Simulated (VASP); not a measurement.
## Sn4Se: single point with PBE

Sn4Se:

```
Sn Se
1.0
    -3.40944    3.40944    3.40944
     3.40944   -3.40944    3.40944
     3.40944    3.40944   -3.40944
Sn Se
4 1
Direct
  0.00000 0.00000 0.50000
  0.00000 0.50000 0.00000
  0.50000 0.00000 0.00000
  0.50000 0.50000 0.50000
  0.00000 0.00000 0.00000
```

```json
{
 "Program": "VASP 6.6.1",
 "Task": "single point",
 "Functional": "PBE",
 "Potentials or basis": "VASP PAW PBE potentials, release 64 (Sn_d, Se)",
 "Cutoff": "520 eV",
 "k mesh": "4 × 4 × 4",
 "Occupations": "gaussian, width 0.1 eV",
 "Spin": "no spin polarisation",
 "Dipole correction": "no",
 "Further INCAR settings": "ALGO = Normal; EDIFF = 1e-06; NBANDS = 39"
}
```

| Quantity | Value |
| --- | --- |
| Pressure | -0.1 GPa |
| Band gap on the k mesh | zero (band 31 reaches 6.24 eV, above the bottom of band 32 at 4.90 eV) |

Levels at points of the mesh, in eV from the Fermi level:
```tsv
k point	band 29	band 30	band 31	band 32	band 33	band 34
(0.00, 0.00, 0.00)	-1.69	-1.69	-1.69	2.04	2.04	2.04
(0.50, 0.00, 0.00)	-1.41	-1.18	-0.10	0.33	0.82	0.89
(0.50, 0.50, 0.50)	-1.28	-1.28	-0.59	-0.59	-0.59	-0.49
```

Wall time 63 s on 1 thread of Intel(R) Xeon(R) Platinum 8259CL CPU @ 2.50GHz (Skylake/Cascade Lake), with other jobs on the host, peak memory 0.32 GiB.

Caveat: spin-orbit coupling is left out, which moves the levels of the heavy elements.
